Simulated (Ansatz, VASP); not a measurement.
Tl12H: VASP beside Ansatz

```
Tl H
1.0
     6.92000    0.00000    0.00000
    -5.19000    8.98934    0.00000
     0.00000    0.00000    5.53254
Tl H
12 1
Direct
  0.99372 0.00601 0.99035
  0.17066 0.21484 0.49156
  0.99682 0.33863 0.00821
  0.16879 0.55859 0.49705
  0.98872 0.67069 0.98254
  0.17363 0.88750 0.49394
  0.49382 0.00170 0.00556
  0.67824 0.21861 0.51718
  0.49792 0.33037 0.00316
  0.67056 0.55047 0.49144
  0.49556 0.67402 0.00913
  0.67346 0.88284 0.50965
  0.33716 0.44686 0.74719
```

Alike in both runs: functional PBE; dispersion D3(BJ); k mesh 2 × 2 × 3; occupations fermi-dirac, width 0.15 eV; no spin polarisation.

Ansatz relaxed the structure, and its values are those at the end. VASP's run is a single point on that final structure, the one shown.

```csv
,VASP,Ansatz
version,VASP 6.6.1,Ansatz 0.2.0
potentials or method,"VASP PAW PBE potentials, release 64 (Tl_d, H), cutoff 520 eV","scalar-relativistic, plane waves, PAW"
valence electrons in the cell,157,157
```

```csv
,VASP,Ansatz,Ansatz less VASP
rms of the force components (eV/Å),0.015,0.015,0.0000
```

The k mesh is coarse, so the values compare programs but aren't converged. Neither program's run includes spin-orbit coupling.
